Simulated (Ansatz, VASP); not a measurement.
ZnS in VASP and in Ansatz

Contents of INCAR:

```
  PREC = Accurate
  ENCUT = 520
  EDIFF = 1E-6
  ISMEAR = 0
  SIGMA = 0.05
  LREAL = False
  LASPH = True
  NELM = 60
  ALGO = Normal
  ISIF = 2
  LWAVE = False
  LCHARG = False
  GGA = PE
  NBANDS = 46
```

The input KPOINTS:

```
Automatic mesh
0
Gamma
  8 8 2
```

POSCAR

```
ZnS
1.0
   -3.8467234434      0.0000000000      0.0000000000
   -1.9233617217     -3.3313602233      0.0000000000
    0.0000000000      0.0000000000     12.4402250239
Zn S
4 4
Direct
    0.0000000000      0.0000000000      0.6641631903
    0.0000000000      0.0000000000      0.1581343604
    0.3333333333      0.3333333333      0.9171514605
    0.6666666667      0.6666666667      0.4111226307
    0.0000000000      0.0000000000      0.8536602095
    0.0000000000      1.0000000000      0.3476313797
    0.3333333333      0.3333333333      0.0949668773
    0.6666666667      0.6666666667      0.6009957072
```

Input for Ansatz:

```yaml
crystal:
  lattice:
    - [-3.8467234434, 0.0, 0.0]
    - [-1.9233617217, -3.3313602233, 0.0]
    - [0.0, 0.0, 12.4402250239]
  atoms:
    - { symbol: Zn, position: [0.0, 0.0, 0.6641631903] }
    - { symbol: Zn, position: [0.0, 0.0, 0.1581343604] }
    - { symbol: Zn, position: [0.3333333333, 0.3333333333, 0.9171514605] }
    - { symbol: Zn, position: [0.6666666667, 0.6666666667, 0.4111226307] }
    - { symbol: S, position: [0.0, 0.0, 0.8536602095] }
    - { symbol: S, position: [0.0, 1.0, 0.3476313797] }
    - { symbol: S, position: [0.3333333333, 0.3333333333, 0.0949668773] }
    - { symbol: S, position: [0.6666666667, 0.6666666667, 0.6009957072] }
basis:
  ecutwfc: 420
kpoints:
  mp_grid: { grid: [8, 8, 2] }
hamiltonian:
  xc: pbe
scf:
  occupations: { method: gaussian, width: 0.05 }
output:
  forces: true
  stress: true
  eigenvalues: true
```

Alike in both runs: task single point; functional PBE; k mesh 8 × 8 × 2; occupations gaussian, width 0.05 eV; no spin polarisation.

|  | VASP | Ansatz |
| --- | --- | --- |
| version | VASP 6.6.1 | Ansatz 0.2.0 |
| potentials or method | VASP PAW PBE potentials, release 64 (Zn, S), cutoff 520 eV | scalar-relativistic, plane waves, PAW |
| valence electrons in the cell | 72 | 72 |

|  | VASP | Ansatz | Ansatz less VASP |
| --- | --- | --- | --- |
| gap on the k mesh at the Fermi level (eV) | 2.08 | 2.08 | -0.004 |
| least direct gap on the mesh (eV) | 2.08 | 2.08 | -0.004 |
| pressure (GPa) | 1.3 | 1.1 | -0.16 |
| traceless stress, the component that is largest in VASP (GPa) | 1.69 | 1.68 | -0.011 |
| rms of the force components (eV/Å) | 0.319 | 0.317 | -0.0023 |

Atom by atom the forces differ by 0.002 eV/Å (rms over components). With one functional, cell and mesh, what is left measures potentials, basis and numerics.
